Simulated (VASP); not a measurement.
# Mo in VASP: a series of runs, part 2 of 2

VASP 6.6.1.

### Step 3. Single point, PBE

INCAR

```
SYSTEM = Mo
  ALGO = Normal
  EDIFF = 1E-7
  ENCUT = 520
  GGA = PE
  ISIF = 2
  ISMEAR = 0
  LASPH = .TRUE.
  LCHARG = .TRUE.
  LELF = .TRUE.
  LREAL = .FALSE.
  LVHAR = .TRUE.
  LWAVE = .FALSE.
  NBANDS = 43
  NELM = 100
  PREC = Accurate
  SIGMA = 0.1
```

KPOINTS

```
k-points
0
G
  4 4 6
  0 0 0
```

POSCAR

```
Mo
1.0
    5.6478865246      0.0000000000      0.0000000000
    0.0000000000      5.6478865246      0.0000000000
    0.0000000000      0.0000000000      2.8789335565
Mo
5
Direct
    0.2755651401      0.2755651401      0.5000000000
    0.2755651401      0.7244348599      0.5000000000
    0.7244348599      0.2755651401      0.5000000000
    0.7244348599      0.7244348599      0.5000000000
    0.0000000000      0.0000000000      0.0000000000
```

Potentials or basis: VASP PAW PBE potentials, release 64 (Mo_sv).

Command:

```sh
> cat potpaw_PBE.64/Mo_sv/POTCAR > POTCAR
> mpirun -np 1 vasp_std > vasp.out
```

OUTCAR:

```text
SYSTEM = Mo
   EDIFF = 1E-7
   ENCUT = 520
   GGA = PE
   ISIF = 2
   ISMEAR = 0
   LASPH = .TRUE.
   LREAL = .FALSE.
   NELM = 100
   PREC = Accurate

 ion  position               nearest neighbor table
   1  0.276  0.276  0.500-   2 2.54   3 2.54   5 2.63   5 2.63   2 3.11   3 3.11
   2  0.276  0.724  0.500-   1 2.54   4 2.54   5 2.63   5 2.63   1 3.11   4 3.11
   3  0.724  0.276  0.500-   1 2.54   4 2.54   5 2.63   5 2.63   1 3.11   4 3.11
   4  0.724  0.724  0.500-   2 2.54   3 2.54   5 2.63   5 2.63   2 3.11   3 3.11
   5  0.000  0.000  0.000-   1 2.63   2 2.63   3 2.63   4 2.63   1 2.63   2 2.63   3 2.63   4 2.63

  LATTYP: Found a simple tetragonal cell.
 ALAT       =     5.6478865246
 C/A-ratio  =     0.5097364375

  Lattice vectors:

 A1 = (   5.6478865246,   0.0000000000,   0.0000000000)
 A2 = (   0.0000000000,   5.6478865246,   0.0000000000)
 A3 = (   0.0000000000,   0.0000000000,   2.8789335565)

Analysis of symmetry for initial positions (statically):
=====================================================================
 Subroutine PRICEL returns:
 Original cell was already a primitive cell.

 Routine SETGRP: Setting up the symmetry group for a
 simple tetragonal supercell.

 Subroutine GETGRP returns: Found 16 space group operations
 (whereof 16 operations were pure point group operations)
 out of a pool of 16 trial point group operations.

The static configuration has the point symmetry D_4h.

Analysis of symmetry for dynamics (positions and initial velocities):
=====================================================================
 Subroutine PRICEL returns:
 Original cell was already a primitive cell.

 Routine SETGRP: Setting up the symmetry group for a
 simple tetragonal supercell.

 Subroutine GETGRP returns: Found 16 space group operations
 (whereof 16 operations were pure point group operations)
 out of a pool of 16 trial point group operations.

The dynamic configuration has the point symmetry D_4h.

 Subroutine INISYM returns: Found 16 space group operations
 (whereof 16 operations are pure point group operations),
 and found     1 'primitive' translations

----------------------------------------------------------------------------------------

                                     Primitive cell

  volume of cell :      91.8340

  direct lattice vectors                    reciprocal lattice vectors
     5.647886525  0.000000000  0.000000000     0.177057382  0.000000000  0.000000000
     0.000000000  5.647886525  0.000000000     0.000000000  0.177057382  0.000000000
     0.000000000  0.000000000  2.878933556     0.000000000  0.000000000  0.347350844

  length of vectors
     5.647886525  5.647886525  2.878933556     0.177057382  0.177057382  0.347350844

  position of ions in fractional coordinates (direct lattice)
     0.275565140  0.275565140  0.500000000
     0.275565140  0.724434860  0.500000000
     0.724434860  0.275565140  0.500000000
     0.724434860  0.724434860  0.500000000
     0.000000000  0.000000000  0.000000000

  ion indices of the primitive-cell ions
   primitive index   ion index
[... 24 lines left out ...]
  Shift w.r.t. Gamma in fractional coordinates (k-lattice)
     0.000000000  0.000000000  0.000000000

 Subroutine IBZKPT returns following result:
 ===========================================

 Found     24 irreducible k-points:

 Following reciprocal coordinates:
            Coordinates               Weight
  0.000000  0.000000  0.000000      1.000000
  0.250000  0.000000  0.000000      4.000000
  0.500000  0.000000  0.000000      2.000000
  0.250000  0.250000  0.000000      4.000000
  0.500000  0.250000  0.000000      4.000000
  0.500000  0.500000  0.000000      1.000000
[... 16 lines left out ...]
  0.500000  0.250000  0.500000      4.000000
  0.500000  0.500000  0.500000      1.000000
   k-points           NKPTS =     24   k-points in BZ     NKDIM =     24   number of bands    NBANDS=     43
   number of dos      NEDOS =    301   number of ions     NIONS =      5
   total plane-waves  NPLWV =  42336
   dimension x,y,z NGX =    42 NGY =   42 NGZ =   24
   dimension x,y,z NGXF=    84 NGYF=   84 NGZF=   48
   ions per type =               5
   NGX,Y,Z   is equivalent  to a cutoff of  12.36, 12.36, 13.86 a.u.
   NGXF,Y,Z  is equivalent  to a cutoff of  24.73, 24.73, 27.72 a.u.
 SYSTEM =  Mo
   PREC   = accura    normal or accurate (medium, high low for compatibility)
   ISTART =      0    job   : 0-new  1-cont  2-samecut
   ICHARG =      2    charge: 1-file 2-atom 10-const
   ISPIN  =      1    spin polarized calculation?
   LNONCOLLINEAR =      F non collinear calculations
   LSORBIT =      F    spin-orbit coupling
   LASPH  =      T    aspherical Exc in radial PAW
   ENCUT  =  520.0 eV  38.22 Ry    6.18 a.u.  10.50 10.50  5.35*2*pi/ulx,y,z
   NELM   =    100;   NELMIN=  2; NELMDL= -5     # of ELM steps
   EDIFF  = 0.1E-06   stopping-criterion for ELM
   LREAL  =      F    real-space projection
   EDIFFG = 0.1E-05   stopping-criterion for IOM
   NSW    =      0    number of steps for IOM
   IBRION =     -1    ionic relax: 0-MD 1-quasi-New 2-CG
   NFREE  =      0    steps in history (QN), initial steepest desc. (CG)
   ISIF   =      2    stress and relaxation
   ISYM   =      2    0-nonsym 1-usesym 2-fastsym
   POTIM  = 0.5000    time-step for ionic-motion
   TEBEG  =    0.0;   TEEND  =   0.0 temperature during run
   PSTRESS=    0.0 pullay stress
   NELECT =      70.0000    total number of electrons
   NUPDOWN=      -1.0000    fix difference up-down
   EMIN   =  10.00;   EMAX   =-10.00  energy-range for DOS
   EFERMI =   0.00;   METHOD = LEGACY
   ISMEAR =     0;   SIGMA  =   0.10  broadening in eV -4-tet -1-fermi 0-gaus
   EFERMI_NEDOS =   21; number of points for ismear=-14 and -15
   IALGO  =     38    algorithm
   IMIX   =      4    mixing-type and parameters
     AMIX     =   0.40;   BMIX     =  1.00
     AMIX_MAG =   1.60;   BMIX_MAG =  1.00
  volume/ion in A,a.u.               =      18.37       123.95
  Fermi-wavevector in a.u.,A,eV,Ry     =   1.495454  2.825998 30.427824  2.236382
  Thomas-Fermi vector in A             =   2.607596
   LORBIT       =      0    0 simple, 1 ext, 2 COOP (PROOUT), +10 PAW based schemes
   GGA     = PE    functional components
   LHFCALC =     F    Hartree Fock is set to
   AEXX    =    0.0000 exact exchange contribution
   IVDW    =     0    specifies the selected vdW correction
   LEPSILON=     F    determine dielectric tensor
   LRPA    =     F    only Hartree local field effects (RPA)
 non-spin polarized calculation
 Gauss-broadening in eV      SIGMA  =   0.10
  energy-cutoff  :      520.00
  volume of cell :       91.83
 maximum number of plane-waves:      2498
   NGX = 21   NGY = 21   NGZ = 11

 number of electron      70.0000009 magnetization

 Free energy of the ion-electron system (eV)
  ---------------------------------------------------
  ext. energy  EPLUGINS =         0.00000000
  ---------------------------------------------------
  free energy    TOTEN  =       -48.87119828 eV

  energy without entropy =      -48.84418345  energy(sigma->0) =      -48.85769086

 E-fermi :   9.8657     XC(G=0): -12.2874

 val. band max:        9.8545846638   @ k =   0.2500   0.0000   0.0000
 cond. band min:       9.9020637064   @ k =   0.2500   0.2500   0.3333
 fundamental gap:      0.0474790425
 Fermi energy:         9.8656742809

 k-point     1 :       0.0000    0.0000    0.0000
  band No.  band energies     occupation
      1     -50.9923      2.00000
      2     -50.7761      2.00000
      3     -50.7761      2.00000
      4     -50.6396      2.00000
      5     -50.5476      2.00000
      6     -25.6673      2.00000
[... 1093 lines left out ...]
     42      12.6542      0.00000
     43      13.4216      0.00000

------------------------ aborting loop because EDIFF is reached ----------------------------------------

  FORCE on cell =-STRESS in cart. coord.  units (eV):
  Direction    XX          YY          ZZ          XY          YZ          ZX
  --------------------------------------------------------------------------------------
  -------------------------------------------------------------------------------------
  Total        0.2961229      0.2961229      0.0963735      0.0000000     -0.0000000      0.0000000
  in kB        5.1662922      5.1662922      1.6813755      0.0000000     -0.0000000      0.0000000
  external PRESSURE =       4.0046533 kB  Pullay stress =       0.0000000 kB

 VOLUME and BASIS-vectors are now :
 -----------------------------------------------------------------------------
  energy-cutoff  :      520.00
  volume of cell :       91.83
      direct lattice vectors                 reciprocal lattice vectors
     5.647886525  0.000000000  0.000000000     0.177057382  0.000000000  0.000000000
     0.000000000  5.647886525  0.000000000     0.000000000  0.177057382  0.000000000
     0.000000000  0.000000000  2.878933556     0.000000000  0.000000000  0.347350844

 POSITION                                       TOTAL-FORCE (eV/Angst)
 -----------------------------------------------------------------------------------
      1.55636      1.55636      1.43947        -0.013130     -0.013130      0.000000
      1.55636      4.09153      1.43947        -0.013130      0.013130      0.000000
      4.09153      1.55636      1.43947         0.013130     -0.013130     -0.000000
      4.09153      4.09153      1.43947         0.013130      0.013130     -0.000000
      0.00000      0.00000      0.00000         0.000000      0.000000      0.000000
 -----------------------------------------------------------------------------------
    total drift:                                0.000000      0.000000     -0.000000

  FREE ENERGIE OF THE ION-ELECTRON SYSTEM (eV)
  ---------------------------------------------------
  free  energy   TOTEN  =       -48.8711982796 eV

  energy  without entropy=      -48.8441834480  energy(sigma->0) =      -48.85769086
```

OSZICAR:

```text
N       E                     dE             d eps       ncg     rms          rms(c)
DAV:   1     0.862071780724E+03    0.86207E+03   -0.43113E+04  2064   0.168E+03
DAV:   2    -0.195934315546E+02   -0.88167E+03   -0.86544E+03  2243   0.533E+02
DAV:   3    -0.505169755926E+02   -0.30924E+02   -0.29879E+02  2789   0.903E+01
DAV:   4    -0.512122538055E+02   -0.69528E+00   -0.68581E+00  2392   0.110E+01
DAV:   5    -0.512326970698E+02   -0.20443E-01   -0.20360E-01  2665   0.168E+00    0.268E+01
DAV:   6    -0.498141151928E+02    0.14186E+01   -0.14344E+01  2599   0.208E+01    0.119E+01
DAV:   7    -0.496192136289E+02    0.19490E+00   -0.15118E+01  2319   0.160E+01    0.711E+00
DAV:   8    -0.488671621304E+02    0.75205E+00   -0.48494E+00  2424   0.983E+00    0.157E+00
DAV:   9    -0.488713176201E+02   -0.41555E-02   -0.18859E-01  2492   0.235E+00    0.676E-01
DAV:  10    -0.488714845146E+02   -0.16689E-03   -0.13378E-02  2508   0.662E-01    0.260E-01
DAV:  11    -0.488712102005E+02    0.27431E-03   -0.13986E-03  2559   0.267E-01    0.891E-02
DAV:  12    -0.488712003467E+02    0.98538E-05   -0.32655E-04  2835   0.115E-01    0.244E-02
DAV:  13    -0.488711992107E+02    0.11359E-05   -0.28510E-05  2529   0.374E-02    0.557E-03
DAV:  14    -0.488711982593E+02    0.95142E-06   -0.45957E-06  2559   0.136E-02    0.155E-03
DAV:  15    -0.488711982796E+02   -0.20242E-07   -0.14535E-07  1668   0.256E-03
   1 F= -.48871198E+02 E0= -.48857691E+02  d E =-.270148E-01
```

stdout:

```text
POSCAR found type information on POSCAR Mo
 POSCAR found :  1 types and       5 ions
 scaLAPACK will be used
 LDA part: xc-table for (Slater+PW92), standard interpolation
 POSCAR, INCAR and KPOINTS ok, starting setup
 FFT: planning ... GRIDC
 FFT: planning ... GRID_SOFT
 FFT: planning ... GRID
 WAVECAR not read
 entering main loop
```

It took 59 s on 1 thread of Intel Xeon Platinum 8488C (Sapphire Rapids), shared host; peak memory 0.22 GiB.

Results:

* Free energy: -48.8712 eV
* Pressure: 0.4 GPa
* Largest force: 0.019 eV/Å
* Band gap on the k mesh: zero (band 35 reaches 10.47 eV, above the bottom of band 36 at 9.25 eV)

Forces in eV/Å, atoms in the order of the input:
```
Mo  -0.013 -0.013  0.000
Mo  -0.013  0.013  0.000
Mo   0.013 -0.013  0.000
Mo   0.013  0.013  0.000
Mo   0.000  0.000  0.000
```

Stress tensor (GPa, compression positive):
```
0.52 0.00 0.00
0.00 0.52 0.00
0.00 0.00 0.17
```

Levels at points of the mesh, in eV from the Fermi level:
```tsv
k point	band 33	band 34	band 35	band 36	band 37	band 38
(0.00, 0.00, 0.00)	-0.52	-0.12	0.20	0.38	0.38	0.51
(0.50, 0.00, 0.00)	-0.71	-0.26	-0.12	0.46	0.66	0.73
(0.50, 0.50, 0.00)	-0.84	-0.84	-0.62	0.27	0.27	0.34
(0.00, 0.00, 0.50)	-0.49	0.50	0.50	1.10	1.43	2.87
(0.50, 0.00, 0.50)	-0.63	-0.19	-0.10	0.68	0.79	1.07
(0.50, 0.50, 0.50)	-0.58	-0.58	-0.48	-0.33	-0.07	-0.07
```

Caveat: the k points lie up to 0.36 Å⁻¹ apart.

### Step 4. Relaxation of cell and atoms, PBE

This run uses another cell than the first one, of 18.46 Å³/atom, 1.004 times its volume.

INCAR

```
PREC = Accurate ; ENCUT = 600
EDIFF = 1E-6 ; ISMEAR = 0
SIGMA = 0.1 ; LREAL = False
LASPH = True ; NELM = 100
ALGO = Normal ; ISIF = 3
LWAVE = False ; LCHARG = False
GGA = PE ; IBRION = 2
NSW = 90 ; EDIFFG = -0.04
```

KPOINTS

```
regular mesh
0
Gamma
  4 4 6
```

POSCAR

```
Mo
1.0
    5.6293991109      0.0000000000      0.0000000000
    0.0000000000      5.6293991109      0.0000000000
    0.0000000000      0.0000000000      2.9132768063
Mo
5
Direct
    0.2745709494      0.2745709494      0.5000000000
    0.2745709494      0.7254290506      0.5000000000
    0.7254290506      0.2745709494      0.5000000000
    0.7254290506      0.7254290506      0.5000000000
    0.0000000000      0.0000000000      0.0000000000
```

Command:

```sh
> cat potpaw_PBE.64/Mo_sv/POTCAR > POTCAR
> mpirun -np 1 vasp_std > vasp.out
```

Run time: 3.3 min. Hardware: 1 thread of Intel Xeon Platinum 8488C (Sapphire Rapids), shared host; peak memory 0.27 GiB.

The run converged. Its results:

* Free energy: -48.8713 eV
* Relaxed volume: 18.39 Å³/atom
* Relaxed cell: a = 5.654 Å, b = 5.654 Å, c = 2.876 Å, α = 90.00°, β = 90.00°, γ = 90.00°
* Space group after relaxing (to 0.05 Å): P4/mmm (No. 123)
* Energy gained by relaxing: 1.8 meV/atom
* Ionic steps: 5
* Pressure after relaxing: 0.0 GPa
* Largest force after relaxing: 0.020 eV/Å
* Band gap on the k mesh: zero (band 35 reaches 10.45 eV, above the bottom of band 36 at 9.24 eV)

Forces in eV/Å, atoms in the order of the input:
```
Mo   0.014  0.014  0.000
Mo   0.014 -0.014  0.000
Mo  -0.014  0.014  0.000
Mo  -0.014 -0.014  0.000
Mo   0.000  0.000  0.000
```

Stress tensor (GPa, compression positive):
```
0.01 0.00 0.00
0.00 0.01 0.00
0.00 0.00 0.10
```

Step by step:
| step | energy change (eV) | largest force (eV/Å) | pressure (GPa) | volume (Å³) |
| --- | --- | --- | --- | --- |
| 1 | 0.0000 | 0.0879 | -0.42 | 92.32 |
| 2 | -0.0073 | 0.0469 | 0.67 | 91.67 |
| 3 | -0.0074 | 0.0412 | 0.81 | 91.60 |
| 4 | -0.0061 | 0.0056 | -1.00 | 92.47 |
| 5 | -0.0090 | 0.0201 | 0.04 | 91.96 |

Final structure:
```
Mo
1.0
     5.65439    0.00000    0.00000
     0.00000    5.65439    0.00000
     0.00000    0.00000    2.87627
Mo
5
Direct
  0.27541 0.27541 0.50000
  0.27541 0.72459 0.50000
  0.72459 0.27541 0.50000
  0.72459 0.72459 0.50000
  0.00000 0.00000 0.00000
```

Levels at points of the mesh, in eV from the Fermi level:
```csv
k point,band 31,band 32,band 33,band 34,band 35,band 36,band 37,band 38,band 39,band 40
"(0.00, 0.00, 0.00)",-1.17,-1.03,-0.52,-0.09,0.22,0.38,0.38,0.49,0.72,2.03
"(0.50, 0.00, 0.00)",-1.48,-0.73,-0.70,-0.27,-0.13,0.48,0.68,0.72,1.04,1.64
"(0.50, 0.50, 0.00)",-0.92,-0.92,-0.85,-0.85,-0.62,0.26,0.26,0.36,0.55,0.84
"(0.00, 0.00, 0.50)",-1.12,-0.48,-0.48,0.48,0.48,1.10,1.41,2.86,2.86,3.07
"(0.50, 0.00, 0.50)",-0.79,-0.78,-0.65,-0.18,-0.09,0.68,0.79,1.05,1.27,2.06
"(0.50, 0.50, 0.50)",-1.24,-0.95,-0.57,-0.57,-0.47,-0.32,-0.07,-0.07,0.28,0.79
```

### Step 5. Single point, PBE

This run uses another cell than the first one, of 18.46 Å³/atom, 1.004 times its volume.

INCAR

```
  PREC = Accurate
  ENCUT = 520
  EDIFF = 1E-6
  ISMEAR = 0
  SIGMA = 0.1
  LREAL = F
  LASPH = T
  NELM = 100
  ALGO = Normal
  ISIF = 2
  LWAVE = F
  LCHARG = F
  GGA = PE
  NBANDS = 43
```

KPOINTS

```
Automatic mesh
0
Gamma
  4 4 4
```

POSCAR

```
Mo
1.0
    5.6293991109      0.0000000000      0.0000000000
    0.0000000000      5.6293991109      0.0000000000
    0.0000000000      0.0000000000      2.9132768063
Mo
5
Direct
    0.2745709494      0.2745709494     -0.0156111241
    0.2745709494      0.7254290506     -0.0156111241
    0.7254290506      0.2745709494     -0.0156111241
    0.7254290506      0.7254290506     -0.0156111241
    0.0000000000      0.0000000000      0.4844244963
```

Command:

```sh
> cat potpaw_PBE.64/Mo_sv/POTCAR > POTCAR
> mpirun -np 1 vasp_std > vasp.out
```

Wall time 44 s (1 thread of Intel Xeon Platinum 8488C (Sapphire Rapids), shared host); peak memory 0.21 GiB.

Results (log left out):

```yaml
Free_energy: -48.8707 eV
Pressure: 0.4 GPa
Largest_force: 0.010 eV/Å
Band_gap_on_the_k_mesh: zero (band 35 reaches 10.40 eV, above the bottom of band 36 at 9.25 eV)
```

Forces on the atoms (eV/Å):
```
Mo  -0.007 -0.007  0.000
Mo  -0.007  0.007  0.000
Mo   0.007 -0.007  0.000
Mo   0.007  0.007  0.000
Mo   0.000  0.000 -0.001
```

Levels at points of the mesh, in eV from the Fermi level:
| k point | band 33 | band 34 | band 35 | band 36 | band 37 | band 38 |
| --- | --- | --- | --- | --- | --- | --- |
| (0.00, 0.00, 0.00) | -0.47 | -0.18 | 0.16 | 0.44 | 0.44 | 0.73 |
| (0.50, 0.00, 0.00) | -0.63 | -0.10 | -0.06 | 0.42 | 0.64 | 0.92 |
| (0.50, 0.50, 0.00) | -0.79 | -0.79 | -0.51 | 0.30 | 0.31 | 0.31 |
| (0.00, 0.00, 0.50) | -0.47 | 0.67 | 0.67 | 1.18 | 1.60 | 2.87 |
| (0.50, 0.00, 0.50) | -0.51 | -0.22 | -0.07 | 0.67 | 0.84 | 1.23 |
| (0.50, 0.50, 0.50) | -0.58 | -0.58 | -0.57 | -0.30 | -0.07 | -0.07 |

Caveat: the k points lie up to 0.54 Å⁻¹ apart.

### Step 6. Summary

```tsv
task	cell	k mesh	cutoff (eV)	gap on the mesh (eV)	pressure (GPa)	largest force (eV/Å)
single point	a = 5.633, b = 5.633, c = 2.898 Å, 5 atoms	8 × 8 × 14	520	none	0.4	-
single point	a = 5.648, b = 5.648, c = 2.879 Å, 5 atoms	4 × 4 × 6	520	none	0.4	0.02
relaxation of cell and atoms	relaxed from a = 5.629, b = 5.629, c = 2.913 Å, 5 atoms	4 × 4 × 6	600	none	0.0	0.02
single point	a = 5.629, b = 5.629, c = 2.913 Å, 5 atoms	4 × 4 × 4	520	none	0.4	0.01
```

Alike in all rows: level PBE; potentials or basis VASP PAW PBE potentials, release 64 (Mo_sv); no spin polarisation; smearing gaussian 0.1 eV.

Caveats: some runs use coarse meshes.

Total energies depend on the potentials used, so only differences within one code and one set of settings carry meaning.
